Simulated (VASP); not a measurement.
# NaF (Pm-3m) in VASP: further runs, part 2 of 2

VASP 6.6.1.

## 5. Single point, PBE (volume changed by +3%)

File INCAR:

```
SYSTEM = NaF
ALGO = Normal
EDIFF = 1E-6
ENCUT = 520
GGA = PE
ISIF = 2
ISMEAR = 0
LASPH = .True.
LCHARG = .False.
LREAL = .False.
LWAVE = .False.
NBANDS = 14
NELM = 60
PREC = Accurate
SIGMA = 0.01
```

File KPOINTS:

```
k-points
0
Gamma
  8 8 8
  0 0 0
```

File POSCAR:

```
NaF
1.0
    2.8931706274      0.0000000000      0.0000000000
    0.0000000000      2.8931706274      0.0000000000
    0.0000000000      0.0000000000      2.8931706274
Na F
1 1
Direct
    0.0000000000      0.0000000000      0.0000000000
    0.5000000000      0.5000000000      0.5000000000
```

Potentials or basis: VASP PAW PBE potentials, release 64 (Na_pv, F).

Started as:

```console
cat potpaw_PBE.64/Na_pv/POTCAR potpaw_PBE.64/F/POTCAR > POTCAR
mpirun -np 1 vasp_std > vasp.out
```

OUTCAR:

```text
SYSTEM = NaF
   EDIFF = 1E-6
   ENCUT = 520
   GGA = PE
   ISIF = 2
   ISMEAR = 0
   LASPH = .True.
   LREAL = .False.
   NELM = 60
   PREC = Accurate

 ion  position               nearest neighbor table
   1  0.000  0.000  0.000-
   2  0.500  0.500  0.500-

  LATTYP: Found a simple cubic cell.
 ALAT       =     2.8931706274

  Lattice vectors:

 A1 = (   2.8931706274,   0.0000000000,   0.0000000000)
 A2 = (   0.0000000000,   2.8931706274,   0.0000000000)
 A3 = (   0.0000000000,   0.0000000000,   2.8931706274)

Analysis of symmetry for initial positions (statically):
=====================================================================
 Subroutine PRICEL returns:
 Original cell was already a primitive cell.

 Routine SETGRP: Setting up the symmetry group for a
 simple cubic supercell.

 Subroutine GETGRP returns: Found 48 space group operations
 (whereof 48 operations were pure point group operations)
 out of a pool of 48 trial point group operations.

The static configuration has the point symmetry O_h .

Analysis of symmetry for dynamics (positions and initial velocities):
=====================================================================
 Subroutine PRICEL returns:
 Original cell was already a primitive cell.

 Routine SETGRP: Setting up the symmetry group for a
 simple cubic supercell.

 Subroutine GETGRP returns: Found 48 space group operations
 (whereof 48 operations were pure point group operations)
 out of a pool of 48 trial point group operations.

The dynamic configuration has the point symmetry O_h .

 Subroutine INISYM returns: Found 48 space group operations
 (whereof 48 operations are pure point group operations),
 and found     1 'primitive' translations

----------------------------------------------------------------------------------------

                                     Primitive cell

  volume of cell :      24.2171

  direct lattice vectors                    reciprocal lattice vectors
     2.893170627  0.000000000  0.000000000     0.345641557  0.000000000  0.000000000
     0.000000000  2.893170627  0.000000000     0.000000000  0.345641557  0.000000000
     0.000000000  0.000000000  2.893170627     0.000000000  0.000000000  0.345641557

  length of vectors
     2.893170627  2.893170627  2.893170627     0.345641557  0.345641557  0.345641557

  position of ions in fractional coordinates (direct lattice)
     0.000000000  0.000000000  0.000000000
     0.500000000  0.500000000  0.500000000

  ion indices of the primitive-cell ions
   primitive index   ion index
                 1           1
                 2           2

----------------------------------------------------------------------------------------

 KPOINTS: k-points

Automatic generation of k-mesh.
 Grid dimensions read from file:
 generate k-points for:    8    8    8

 Generating k-lattice:

  Cartesian coordinates                     Fractional coordinates (reciprocal lattice)
     0.043205195  0.000000000  0.000000000     0.125000000  0.000000000  0.000000000
     0.000000000  0.043205195  0.000000000     0.000000000  0.125000000  0.000000000
     0.000000000  0.000000000  0.043205195     0.000000000  0.000000000  0.125000000

  Length of vectors
     0.043205195  0.043205195  0.043205195

  Shift w.r.t. Gamma in fractional coordinates (k-lattice)
     0.000000000  0.000000000  0.000000000

 Subroutine IBZKPT returns following result:
 ===========================================

 Found     35 irreducible k-points:

 Following reciprocal coordinates:
            Coordinates               Weight
  0.000000  0.000000  0.000000      1.000000
  0.125000  0.000000  0.000000      6.000000
  0.250000  0.000000  0.000000      6.000000
  0.375000  0.000000  0.000000      6.000000
  0.500000  0.000000  0.000000      3.000000
  0.125000  0.125000  0.000000     12.000000
[... 16 lines left out ...]
  0.375000  0.375000  0.125000     24.000000
  0.500000  0.375000  0.125000     24.000000
 [... further k-points ...]
   k-points           NKPTS =     35   k-points in BZ     NKDIM =     35   number of bands    NBANDS=     14
   number of dos      NEDOS =    301   number of ions     NIONS =      2
   total plane-waves  NPLWV =  13824
   dimension x,y,z NGX =    24 NGY =   24 NGZ =   24
   dimension x,y,z NGXF=    48 NGYF=   48 NGZF=   48
   ions per type =               1   1
   NGX,Y,Z   is equivalent  to a cutoff of  13.79, 13.79, 13.79 a.u.
   NGXF,Y,Z  is equivalent  to a cutoff of  27.58, 27.58, 27.58 a.u.
 SYSTEM =  NaF
   PREC   = accura    normal or accurate (medium, high low for compatibility)
   ISTART =      0    job   : 0-new  1-cont  2-samecut
   ICHARG =      2    charge: 1-file 2-atom 10-const
   ISPIN  =      1    spin polarized calculation?
   LNONCOLLINEAR =      F non collinear calculations
   LSORBIT =      F    spin-orbit coupling
   LASPH  =      T    aspherical Exc in radial PAW
   ENCUT  =  520.0 eV  38.22 Ry    6.18 a.u.   5.38  5.38  5.38*2*pi/ulx,y,z
   NELM   =     60;   NELMIN=  2; NELMDL= -5     # of ELM steps
   EDIFF  = 0.1E-05   stopping-criterion for ELM
   LREAL  =      F    real-space projection
   EDIFFG = 0.1E-04   stopping-criterion for IOM
   NSW    =      0    number of steps for IOM
   IBRION =     -1    ionic relax: 0-MD 1-quasi-New 2-CG
   NFREE  =      0    steps in history (QN), initial steepest desc. (CG)
   ISIF   =      2    stress and relaxation
   ISYM   =      2    0-nonsym 1-usesym 2-fastsym
   POTIM  = 0.5000    time-step for ionic-motion
   TEBEG  =    0.0;   TEEND  =   0.0 temperature during run
   PSTRESS=    0.0 pullay stress
   NELECT =      14.0000    total number of electrons
   NUPDOWN=      -1.0000    fix difference up-down
   EMIN   =  10.00;   EMAX   =-10.00  energy-range for DOS
   EFERMI =   0.00;   METHOD = LEGACY
   ISMEAR =     0;   SIGMA  =   0.01  broadening in eV -4-tet -1-fermi 0-gaus
   EFERMI_NEDOS =   21; number of points for ismear=-14 and -15
   IALGO  =     38    algorithm
   IMIX   =      4    mixing-type and parameters
     AMIX     =   0.40;   BMIX     =  1.00
     AMIX_MAG =   1.60;   BMIX_MAG =  1.00
  volume/ion in A,a.u.               =      12.11        81.71
  Fermi-wavevector in a.u.,A,eV,Ry     =   1.363777  2.577165 25.305320  1.859889
  Thomas-Fermi vector in A             =   2.490151
   LORBIT       =      0    0 simple, 1 ext, 2 COOP (PROOUT), +10 PAW based schemes
   GGA     = PE    functional components
   LHFCALC =     F    Hartree Fock is set to
   AEXX    =    0.0000 exact exchange contribution
   IVDW    =     0    specifies the selected vdW correction
   LEPSILON=     F    determine dielectric tensor
   LRPA    =     F    only Hartree local field effects (RPA)
 non-spin polarized calculation
 Gauss-broadening in eV      SIGMA  =   0.01
  energy-cutoff  :      520.00
  volume of cell :       24.22
 maximum number of plane-waves:       672
 NGX is ok and might be reduce to    24
   NGX = 11   NGY = 11   NGZ = 11

 number of electron      13.9999992 magnetization

 Free energy of the ion-electron system (eV)
  ---------------------------------------------------
  ext. energy  EPLUGINS =         0.00000000
  ---------------------------------------------------
  free energy    TOTEN  =        -8.25086877 eV

  energy without entropy =       -8.25086877  energy(sigma->0) =       -8.25086877

 E-fermi :  -1.0651     XC(G=0):  -9.4063

 val. band max:       -1.1806674854   @ k =   0.5000   0.5000   0.0000
 cond. band min:       4.2920559876   @ k =   0.0000   0.0000   0.0000
 fundamental gap:      5.4727234730
 Fermi energy:        -1.0651164334

 k-point     1 :       0.0000    0.0000    0.0000
  band No.  band energies     occupation
      1     -21.4458      2.00000
      2     -21.4458      2.00000
      3     -21.4458      2.00000
      4     -20.8022      2.00000
      5      -1.4787      2.00000
      6      -1.4787      2.00000
      7      -1.4787      2.00000
      8       4.2921      0.00000
      9      14.0995      0.00000
     10      14.0995      0.00000
     11      21.2091      0.00000
     12      21.2091      0.00000
     13      21.2091      0.00000
     14      28.5779      0.00000
[... 375 lines left out ...]
 k-point    24 :       0.5000    0.3750    0.1250
  band No.  band energies     occupation
      1     -21.6591      2.00000
      2     -21.5899      2.00000
      3     -21.4363      2.00000
      4     -20.3454      2.00000
      5      -2.8955      2.00000
      6      -2.6097      2.00000
      7      -1.4392      2.00000
      8      10.3083      0.00000
      9      11.8869      0.00000
     10      13.4380      0.00000
     11      15.4280      0.00000
     12      20.1521      0.00000
     13      20.3527      0.00000
     14      26.0232      0.00000

 [... further k-points ...]
[... 5 lines left out ...]
  --------------------------------------------------------------------------------------
  -------------------------------------------------------------------------------------
  Total       -0.2318127     -0.2318127     -0.2318127      0.0000000      0.0000000      0.0000000
  in kB      -15.3364801    -15.3364801    -15.3364801      0.0000000      0.0000000      0.0000000
  external PRESSURE =     -15.3364801 kB  Pullay stress =       0.0000000 kB

 VOLUME and BASIS-vectors are now :
 -----------------------------------------------------------------------------
  energy-cutoff  :      520.00
  volume of cell :       24.22
      direct lattice vectors                 reciprocal lattice vectors
     2.893170627  0.000000000  0.000000000     0.345641557  0.000000000  0.000000000
     0.000000000  2.893170627  0.000000000     0.000000000  0.345641557  0.000000000
     0.000000000  0.000000000  2.893170627     0.000000000  0.000000000  0.345641557

 POSITION                                       TOTAL-FORCE (eV/Angst)
 -----------------------------------------------------------------------------------
      0.00000      0.00000      0.00000         0.000000      0.000000      0.000000
      1.44659      1.44659      1.44659         0.000000      0.000000      0.000000
 -----------------------------------------------------------------------------------
    total drift:                                0.000000      0.000000     -0.000000

  FREE ENERGIE OF THE ION-ELECTRON SYSTEM (eV)
  ---------------------------------------------------
  free  energy   TOTEN  =        -8.2508687718 eV

  energy  without entropy=       -8.2508687718  energy(sigma->0) =       -8.25086877
```

OSZICAR:

```text
N       E                     dE             d eps       ncg     rms          rms(c)
DAV:   1     0.108380939916E+03    0.10838E+03   -0.76727E+03   994   0.122E+03
DAV:   2    -0.371357793764E+01   -0.11209E+03   -0.10441E+03  1118   0.346E+02
DAV:   3    -0.912116203777E+01   -0.54076E+01   -0.53985E+01  1136   0.682E+01
DAV:   4    -0.916265870116E+01   -0.41497E-01   -0.41495E-01  1070   0.641E+00
DAV:   5    -0.916311329845E+01   -0.45460E-03   -0.45460E-03  1220   0.656E-01    0.521E+00
DAV:   6    -0.829468290019E+01    0.86843E+00   -0.27825E+00  1150   0.138E+01    0.180E+00
DAV:   7    -0.826555587316E+01    0.29127E-01   -0.28220E-02  1010   0.264E+00    0.103E+00
DAV:   8    -0.825043632473E+01    0.15120E-01   -0.28479E-02  1046   0.402E+00    0.142E-01
DAV:   9    -0.825091342914E+01   -0.47710E-03   -0.31555E-03  1130   0.619E-01    0.853E-02
DAV:  10    -0.825087438466E+01    0.39044E-04   -0.53062E-04  1094   0.213E-01    0.261E-02
DAV:  11    -0.825086863997E+01    0.57447E-05   -0.32808E-05  1150   0.705E-02    0.173E-03
DAV:  12    -0.825086877180E+01   -0.13183E-06   -0.13121E-06  1030   0.137E-02
   1 F= -.82508688E+01 E0= -.82508688E+01  d E =-.340470E-62
```

stdout:

```text
POSCAR found type information on POSCAR NaF
 POSCAR found :  2 types and       2 ions
 scaLAPACK will be used
 LDA part: xc-table for (Slater+PW92), standard interpolation
 POSCAR, INCAR and KPOINTS ok, starting setup
 FFT: planning ... GRIDC
 FFT: planning ... GRID_SOFT
 FFT: planning ... GRID
 WAVECAR not read
 entering main loop
```

Wall time 4.4 s (1 thread of Intel Xeon Platinum 8488C (Sapphire Rapids), shared host); peak memory 0.13 GiB.

What came out:

```yaml
Free_energy: -8.2509 eV
Pressure: -1.5 GPa
Band_gap_on_the_k_mesh: 5.47 eV, indirect (least direct gap 5.77 eV)
```

## 6. Single point, PBE (volume changed by +6%)

File INCAR:

```
ALGO = Normal
EDIFF = 1E-7
ENCUT = 520
GGA = PE
ISIF = 2
ISMEAR = 0
LASPH = True
LCHARG = False
LREAL = False
LWAVE = False
NBANDS = 14
NELM = 100
PREC = Accurate
SIGMA = 0.01
```

File KPOINTS:

```
k-points
0
Gamma
  8 8 8
```

File POSCAR:

```
NaF
1.0
    2.9209912824      0.0000000000      0.0000000000
    0.0000000000      2.9209912824      0.0000000000
    0.0000000000      0.0000000000      2.9209912824
Na F
1 1
Direct
    0.0000000000      0.0000000000      0.0000000000
    0.5000000000      0.5000000000      0.5000000000
```

Potentials or basis: VASP PAW PBE potentials, release 64 (Na_pv, F).

Started as:

```console
cat potpaw_PBE.64/Na_pv/POTCAR potpaw_PBE.64/F/POTCAR > POTCAR
mpirun -np 1 vasp_std > vasp.out
```

It took 4.7 s on 1 thread of Intel Xeon Platinum 8488C (Sapphire Rapids), shared host; peak memory 0.13 GiB.

It converged, with:

* Free energy: -8.2428 eV
* Pressure: -2.7 GPa
* Band gap on the k mesh: 5.31 eV, indirect (least direct gap 5.60 eV)

Levels at points of the mesh, in eV from the valence-band top:
```csv
k point,band 3,band 4,band 5,band 6,band 7,band 8,band 9,band 10,band 11,band 12
"(0.00, 0.00, 0.00)",-20.33,-19.56,-0.29,-0.29,-0.29,5.31,15.14,15.14,21.96,21.96
"(0.50, 0.00, 0.00)",-20.31,-19.08,-2.24,-0.17,-0.17,9.86,10.66,18.92,20.19,21.90
"(0.50, 0.50, 0.00)",-20.30,-19.17,-1.59,-1.59,0.00,11.14,13.94,13.94,14.61,22.47
"(0.50, 0.50, 0.50)",-20.46,-19.00,-1.36,-1.36,-1.36,13.45,13.45,13.45,18.02,18.02
```

 A k mesh can miss the band edges.

## 7. The runs side by side

```csv
cell,gap on the mesh (eV),pressure (GPa)
"a = 2.806 Å, 2 atoms",6.02,3.3
"a = 2.836 Å, 2 atoms",5.82,1.4
"a = 2.865 Å, 2 atoms",5.64,-0.2
"a = 2.893 Å, 2 atoms",5.47,-1.5
"a = 2.921 Å, 2 atoms",5.31,-2.7
```

Alike in all rows: task single point; level PBE; potentials or basis VASP PAW PBE potentials, release 64 (Na_pv, F); no spin polarisation; k mesh 8 × 8 × 8; cutoff (eV) 520; smearing gaussian 0.01 eV.

Absolute energies hang on the potentials; compare differences alone.
